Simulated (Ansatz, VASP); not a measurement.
## HgTe: VASP beside Ansatz

```
Hg Te
1.0
     0.00000    2.69177    2.69177
     2.69177    0.00000    2.69177
     2.69177    2.69177    0.00000
Hg Te
1 1
Direct
  0.00000 0.00000 0.00000
  0.25000 0.25000 0.25000
```

Change from the starting cell: volume scaled by 0.55, PAW files.

Alike in both runs: task single point; functional r2SCAN; k mesh 12 × 12 × 12; occupations fermi-dirac, width 0.08 eV; no spin polarisation.

|  | VASP | Ansatz |
| --- | --- | --- |
| version | VASP 6.6.1 | Ansatz 0.2.0 |
| potentials or method | VASP PAW PBE potentials, release 64 (Hg, Te) | PAW with Ansatz's default frozen-core files, scalar-relativistic |
| plane-wave cutoff (eV) | 520 | 500 |
| valence electrons in the cell | 18 | 36 |

```csv
,VASP,Ansatz,Ansatz less VASP
pressure (GPa),109.8,109.0,-0.87
```

VASP's potentials were made for PBE, not for r2SCAN. Both programs put the cell under a high pressure, so it lies far from rest at this level. VASP's potentials hold 18 valence electrons a cell and Ansatz's 36, so a difference there can come from the potentials and not from the codes.

Neither program's run includes spin-orbit coupling. Noted on VASP's run: the cell as given lies far from equilibrium.
